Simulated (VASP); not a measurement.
Se, 3 atoms in the cell. It takes space group P3_121 (No. 152, trigonal). The conventional cell has a = 4.323 Å, b = 4.323 Å, c = 4.954 Å, α = 90.00°, β = 90.00°, γ = 120.00°. Se (site symmetry 2) has 2 Se at 2.36 Å within 3.1 Å.  This cell differs from its parent crystal: equal xx and yy strain of -1 %.

```yaml
Program: VASP 6.6.1
Task: single point
Functional: PBEsol
Potentials_or_basis: VASP PAW PBE potentials, release 64 (Se)
Cutoff: 520 eV
k_mesh: 6 × 6 × 5
Occupations: fermi-dirac, width 0.03 eV
Spin: no spin polarisation
Dipole_correction: no
Further_INCAR_settings: ALGO = Normal; EDIFF = 1e-06; NBANDS = 16
```

Potentials or basis: VASP PAW PBE potentials, release 64 (Se).

Run with:

```sh
$ cat potpaw_PBE.64/Se/POTCAR > POTCAR
$ mpirun -np 1 vasp_std > vasp.out
```

Hardware: 1 thread of Intel Xeon 6975P-C, with other jobs on the host.

Problem. How long does it take, and how much memory?

Solution. It took 36 s on 1 thread of Intel Xeon 6975P-C, on a shared host, peak memory 0.19 GiB. Counts: scf iterations 12, k points 27.
